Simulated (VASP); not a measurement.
Wanted: the native input for a VASP 6.6.1 run.

```
Task                   : single point
Functional             : PBEsol
Dispersion             : D3(BJ)
Potentials or basis    : VASP PAW PBE potentials, release 64 (C)
Cutoff                 : 520 eV
k mesh                 : 21 × 21 × 8
Occupations            : gaussian, width 0.15 eV
Spin                   : no spin polarisation
Dipole correction      : no
Further INCAR settings : ALGO = Normal; EDIFF = 1e-07; NBANDS = 16
```

The structure of C lies in POSCAR:

```
C
1.0
    2.4770248497      0.0000000000      0.0000000000
   -1.2385124249      2.1451664457      0.0000000000
    0.0000000000      0.0000000000      6.1682872808
C
4
Direct
    0.0000000000      0.0000000000      0.0025000000
    0.0000000000      0.0000000000      0.5025000000
    0.3333333333      0.6666666667      0.0025000000
    0.6666666667      0.3333333333      0.5025000000
```

These files were run (other wordings do the same):

INCAR

```
SYSTEM = C
PREC = Accurate ; ENCUT = 520
EDIFF = 1E-7 ; ISMEAR = 0
SIGMA = 0.15 ; LREAL = .FALSE.
LASPH = .TRUE. ; NELM = 60
ALGO = Normal ; ISIF = 2
LWAVE = .FALSE. ; LCHARG = .TRUE.
GGA = PS ; IVDW = 12
LELF = .TRUE. ; LVHAR = .TRUE.
NBANDS = 16
```

KPOINTS

```
regular mesh
0
G
  21 21 8
  0 0 0
```

Potentials or basis: VASP PAW PBE potentials, release 64 (C).

The run is started by

```bash
$ cat potpaw_PBE.64/C/POTCAR > POTCAR
$ mpirun -np 1 vasp_std > vasp.out
```

Results of the run:

```yaml
Pressure: -5.3 GPa
Band_gap_on_the_k_mesh: zero (bands 8 and 9 overlap by 0.08 eV)
Dispersion_energy_per_atom: -0.119 eV
```

Caveat: the cell stands under tension; the PAW data sets were made with another functional, which shifts forces and pressure a little.

Run time: 2.1 min on 1 thread of AMD EPYC 7R13, with other jobs on the host, peak memory 0.19 GiB.
